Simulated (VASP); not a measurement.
# LaBi (rocksalt type) (Fm-3m) in VASP: further runs

The runs below take LaBi (rocksalt type) through relaxation of cell and atoms, with LDA.

All numbers are computed with VASP 6.6.1; they aren't measurements. Logs are shortened: lines on timing, memory, paths and dates and some standing lists are left out, and cuts for length are marked.

### Step 1. The cell of the first run

Symmetry: Fm-3m, No. 225, cubic system. Conventional cell: a = 5.628 Å, b = 5.628 Å, c = 5.628 Å, α = 90.00°, β = 90.00°, γ = 90.00°. Within 3.7 Å of La (site symmetry m-3m) lie 6 Bi at 2.81 Å. Within 3.7 Å of Bi (site symmetry m-3m) lie 6 La at 2.81 Å.

### Step 2. Relaxation of cell and atoms, LDA, target pressure 61 GPa, at which the enthalpy is minimised

INCAR

```
PREC = Accurate
ENCUT = 600
EDIFF = 1E-7
ISMEAR = -1
SIGMA = 0.05
LREAL = F
LASPH = T
NELM = 80
ALGO = Normal
ISIF = 3
LWAVE = F
LCHARG = F
IBRION = 2
NSW = 60
EDIFFG = -0.005
PSTRESS = 610.0
```

KPOINTS

```
regular mesh
0
Gamma
  12 12 12
```

POSCAR

```
LaBi
1.0
    0.0000000000      2.8142494859      2.8142494859
    2.8142494859      0.0000000000      2.8142494859
    2.8142494859      2.8142494859      0.0000000000
La Bi
1 1
Direct
    0.0000000000      0.0000000000      0.0000000000
    0.5000000000      0.5000000000      0.5000000000
```

Potentials or basis: VASP PAW LDA potentials, release 64 (La, Bi_d).

Launch:

```
> cat potpaw_LDA.64/La/POTCAR potpaw_LDA.64/Bi_d/POTCAR > POTCAR
> mpirun -np 1 vasp_std > vasp.out
```

OUTCAR:

```text
PREC = Accurate
   ENCUT = 600
   EDIFF = 1E-7
   ISMEAR = -1
   LREAL = F
   LASPH = T
   NELM = 80
   ISIF = 3
   IBRION = 2
   NSW = 60
   EDIFFG = -0.005
   PSTRESS = 610.0

 ion  position               nearest neighbor table
   1  0.000  0.000  0.000-   2 2.81   2 2.81   2 2.81   2 2.81   2 2.81   2 2.81
   2  0.500  0.500  0.500-   1 2.81   1 2.81   1 2.81   1 2.81   1 2.81   1 2.81

  LATTYP: Found a face centered cubic cell.
 ALAT       =     5.6284989718

  Lattice vectors:

 A1 = (   0.0000000000,   2.8142494859,   2.8142494859)
 A2 = (   2.8142494859,   0.0000000000,   2.8142494859)
 A3 = (   2.8142494859,   2.8142494859,   0.0000000000)

Analysis of symmetry for initial positions (statically):
=====================================================================
 Subroutine PRICEL returns:
 Original cell was already a primitive cell.

 Routine SETGRP: Setting up the symmetry group for a
 face centered cubic supercell.

 Subroutine GETGRP returns: Found 48 space group operations
 (whereof 48 operations were pure point group operations)
 out of a pool of 48 trial point group operations.

The static configuration has the point symmetry O_h .

Analysis of symmetry for dynamics (positions and initial velocities):
=====================================================================
 Subroutine PRICEL returns:
 Original cell was already a primitive cell.

 Routine SETGRP: Setting up the symmetry group for a
 face centered cubic supercell.

 Subroutine GETGRP returns: Found 48 space group operations
 (whereof 48 operations were pure point group operations)
 out of a pool of 48 trial point group operations.

The dynamic configuration has the point symmetry O_h .

 Subroutine INISYM returns: Found 48 space group operations
 (whereof 48 operations are pure point group operations),
 and found     1 'primitive' translations

----------------------------------------------------------------------------------------

                                     Primitive cell

  volume of cell :      44.5777

  direct lattice vectors                    reciprocal lattice vectors
     0.000000000  2.814249486  2.814249486    -0.177667262  0.177667262  0.177667262
     2.814249486  0.000000000  2.814249486     0.177667262 -0.177667262  0.177667262
     2.814249486  2.814249486  0.000000000     0.177667262  0.177667262 -0.177667262

  length of vectors
     3.979949791  3.979949791  3.979949791     0.307728724  0.307728724  0.307728724

[... 87 lines left out ...]
   ISYM   =      2    0-nonsym 1-usesym 2-fastsym
   POTIM  = 0.5000    time-step for ionic-motion
   TEBEG  =    0.0;   TEEND  =   0.0 temperature during run
   PSTRESS=  610.0 pullay stress
   NELECT =      26.0000    total number of electrons
   NUPDOWN=      -1.0000    fix difference up-down
   EMIN   =  10.00;   EMAX   =-10.00  energy-range for DOS
   EFERMI =   0.00;   METHOD = LEGACY
   ISMEAR =    -1;   SIGMA  =   0.05  broadening in eV -4-tet -1-fermi 0-gaus
   EFERMI_NEDOS =   21; number of points for ismear=-14 and -15
   IALGO  =     38    algorithm
   IMIX   =      4    mixing-type and parameters
     AMIX     =   0.40;   BMIX     =  1.00
     AMIX_MAG =   1.60;   BMIX_MAG =  1.00
  volume/ion in A,a.u.               =      22.29       150.41
  Fermi-wavevector in a.u.,A,eV,Ry     =   1.367813  2.584792 25.455304  1.870912
  Thomas-Fermi vector in A             =   2.493832
   LORBIT       =      0    0 simple, 1 ext, 2 COOP (PROOUT), +10 PAW based schemes
   GGA     = CA    functional components
   LHFCALC =     F    Hartree Fock is set to
   AEXX    =    0.0000 exact exchange contribution
   IVDW    =     0    specifies the selected vdW correction
   LEPSILON=     F    determine dielectric tensor
   LRPA    =     F    only Hartree local field effects (RPA)
 conjugate gradient relaxation of ions
 non-spin polarized calculation
  energy-cutoff  :      600.00
  volume of cell :       44.58
 maximum number of plane-waves:      1524
   NGX = 15   NGY = 15   NGZ = 15

--------------------------------------- Ionic step        1  -------------------------------------------

 number of electron      26.0000001 magnetization

 Free energy of the ion-electron system (eV)
  ---------------------------------------------------
  ext. energy  EPLUGINS =         0.00000000
  ---------------------------------------------------
  free energy    TOTEN  =        -9.13436784 eV

  energy without entropy =       -9.13042687  energy(sigma->0) =       -9.13239735

------------------------ aborting loop because EDIFF is reached ----------------------------------------

  FORCE on cell =-STRESS in cart. coord.  units (eV):
  Direction    XX          YY          ZZ          XY          YZ          ZX
  --------------------------------------------------------------------------------------
  -------------------------------------------------------------------------------------
  Total       16.9534760     16.9534760     16.9534760      0.0000000      0.0000000     -0.0000000
  in kB      609.3285921    609.3285921    609.3285921      0.0000000      0.0000000     -0.0000000
  external PRESSURE =      -0.6714079 kB  Pullay stress =     610.0000000 kB
[... 63 lines left out ...]
--------------------------------------- Ionic step        3  -------------------------------------------

 number of electron      26.0000001 magnetization

 Free energy of the ion-electron system (eV)
  ---------------------------------------------------
  ext. energy  EPLUGINS =         0.00000000
  ---------------------------------------------------
  free energy    TOTEN  =        -9.13011832 eV

  energy without entropy =       -9.12617946  energy(sigma->0) =       -9.12814889

 E-fermi :  12.5746     XC(G=0): -12.0170

 val. band max:       12.5613953530   @ k =   0.0833   0.0833   0.0000
 cond. band min:      12.6062552298   @ k =   0.5000   0.4167   0.0000
 fundamental gap:      0.0448598768
 Fermi energy:        12.5745505844

 k-point     1 :       0.0000    0.0000    0.0000
  band No.  band energies     occupation
      1     -19.2082      2.00000
      2     -10.1762      2.00000
      3     -10.1762      2.00000
      4     -10.0096      2.00000
      5     -10.0096      2.00000
      6     -10.0096      2.00000
[... 457 lines left out ...]
      4     -10.0142      2.00000
      5      -9.9689      2.00000
      6      -9.9595      2.00000
[... 9 lines left out ...]
     16      15.1418      0.00000
     17      15.8072      0.00000

 [... further k-points ...]

------------------------ aborting loop because EDIFF is reached ----------------------------------------

  FORCE on cell =-STRESS in cart. coord.  units (eV):
  Direction    XX          YY          ZZ          XY          YZ          ZX
  --------------------------------------------------------------------------------------
  -------------------------------------------------------------------------------------
  Total       16.9702418     16.9702418     16.9702418     -0.0000000      0.0000000     -0.0000000
  in kB      610.0840087    610.0840087    610.0840087     -0.0000000      0.0000000     -0.0000000
  external PRESSURE =       0.0840087 kB  Pullay stress =     610.0000000 kB
[... 21 lines left out ...]
  energy  without entropy=       -9.1261794643  energy(sigma->0) =       -9.12814889

  enthalpy is  TOTEN    =         7.8377866612 eV   P V=       16.9679049788

 reached required accuracy - stopping structural energy minimisation
```

Run time: 2.6 min. Hardware: 1 thread of Intel Xeon 8259CL, shared host; peak memory 0.23 GiB.

What came out:

| Property | Result |
| --- | --- |
| Free energy | -9.1301 eV |
| Relaxed volume | 22.28 Å³/atom |
| Relaxed cell | a = 3.980 Å, b = 3.980 Å, c = 3.980 Å, α = 60.00°, β = 60.00°, γ = 60.00° |
| Space group after relaxing (to 0.1 Å) | Fm-3m (No. 225) |
| Energy change on relaxing (the run minimises the enthalpy) | +2.1 meV/atom |
| Ionic steps | 3 |
| Pressure after relaxing | 61.0 GPa |
| Band gap on the k mesh | zero (bands 13 and 14 overlap by 0.69 eV) |

The path:
| step | energy change (eV) | largest force (eV/Å) | pressure (GPa) | volume (Å³) |
| --- | --- | --- | --- | --- |
| 1 | 0.0000 | 0.0000 | 60.93 | 44.58 |
| 2 | 0.0230 | 0.0000 | 61.30 | 44.52 |
| 3 | 0.0042 | 0.0000 | 61.01 | 44.57 |

Final structure:
```cif
data_structure
_symmetry_space_group_name_H-M 'P 1'
_symmetry_Int_Tables_number 1
_cell_length_a 3.9796
_cell_length_b 3.9796
_cell_length_c 3.9796
_cell_angle_alpha 60.000
_cell_angle_beta 60.000
_cell_angle_gamma 60.000
_cell_volume 44.57
loop_
_atom_site_label
_atom_site_type_symbol
_atom_site_fract_x
_atom_site_fract_y
_atom_site_fract_z
_atom_site_occupancy
La1 La 0.00000 0.00000 0.00000 1
Bi1 Bi 0.50000 0.50000 0.50000 1
```

Caveat: the cell is relaxed towards a set pressure, so the run minimises the enthalpy, not the energy; spin-orbit coupling is left out, which moves the levels of the heavy elements.

### Step 3. Relaxation of cell and atoms, LDA, target pressure 61 GPa, at which the enthalpy is minimised

INCAR

```
SYSTEM = LaBi
PREC = Accurate
ENCUT = 600
EDIFF = 1E-7
ISMEAR = -1
SIGMA = 0.05
LREAL = .FALSE.
LASPH = .TRUE.
NELM = 100
ALGO = Normal
ISIF = 3
LWAVE = .FALSE.
LCHARG = .FALSE.
GGA = CA
IBRION = 2
NSW = 32
EDIFFG = -0.005
PSTRESS = 610.0
```

KPOINTS

```
Automatic mesh
0
G
  12 12 12
  0 0 0
```

POSCAR

```
LaBi
1.0
    0.0000000000      2.8130000156      2.8130000156
    2.8130000156      0.0000000000      2.8130000156
    2.8130000156      2.8130000156      0.0000000000
La Bi
1 1
Direct
    0.0000000000      0.0000000000      0.0000000000
    0.5000000000      0.5000000000      0.5000000000
```

Potentials or basis: VASP PAW LDA potentials, release 64 (La, Bi_d).

Launch:

```
> cat potpaw_LDA.64/La/POTCAR potpaw_LDA.64/Bi_d/POTCAR > POTCAR
> mpirun -np 1 vasp_std > vasp.out
```

Wall time 3.3 min (1 thread of Intel Xeon 8259CL, shared host); peak memory 0.23 GiB.

It converged, with:

```yaml
Free_energy: -9.1306 eV
Relaxed_volume: 22.28 Å³/atom
Relaxed_cell: a = 3.980 Å, b = 3.980 Å, c = 3.980 Å, α = 60.00°, β = 60.00°, γ = 60.00°
Space_group_after_relaxing_to_0.1_Å: Fm-3m (No. 225)
Energy_change_on_relaxing_the_run_minimises_the_enthalpy: -9.4 meV/atom
Ionic_steps: 3
Pressure_after_relaxing: 61.0 GPa
Band_gap_on_the_k_mesh: zero (bands 13 and 14 overlap by 0.69 eV)
```

The path:
```
step  energy change (eV)  largest force (eV/Å)  pressure (GPa)  volume (Å³)
   1              0.0000                0.0000           61.30        44.52
   2             -0.1018                0.0000           59.68        44.79
   3             -0.0188                0.0000           61.00        44.57
```

Final structure:
```yaml
crystal:
  lattice:
    - [0.00000, 2.81404, 2.81404]
    - [2.81404, 0.00000, 2.81404]
    - [2.81404, 2.81404, 0.00000]
  atoms:
    - { symbol: La, position: [0.00000, 0.00000, 0.00000] }
    - { symbol: Bi, position: [0.50000, 0.50000, 0.50000] }
```

Levels at points of the mesh, in eV from the Fermi level:
| k point | band 11 | band 12 | band 13 | band 14 | band 15 | band 16 |
| --- | --- | --- | --- | --- | --- | --- |
| (0.00, 0.00, 0.00) | 0.36 | 0.36 | 0.36 | 0.92 | 0.92 | 0.92 |
| (0.50, 0.00, 0.00) | -4.86 | -2.91 | -2.91 | 2.21 | 2.83 | 2.83 |
| (0.50, 0.50, 0.00) | -1.52 | -0.68 | 0.32 | 0.32 | 2.80 | 2.99 |

Caveat: the cell is relaxed towards a set pressure, so the run minimises the enthalpy, not the energy; spin-orbit coupling is left out, which moves the levels of the heavy elements.
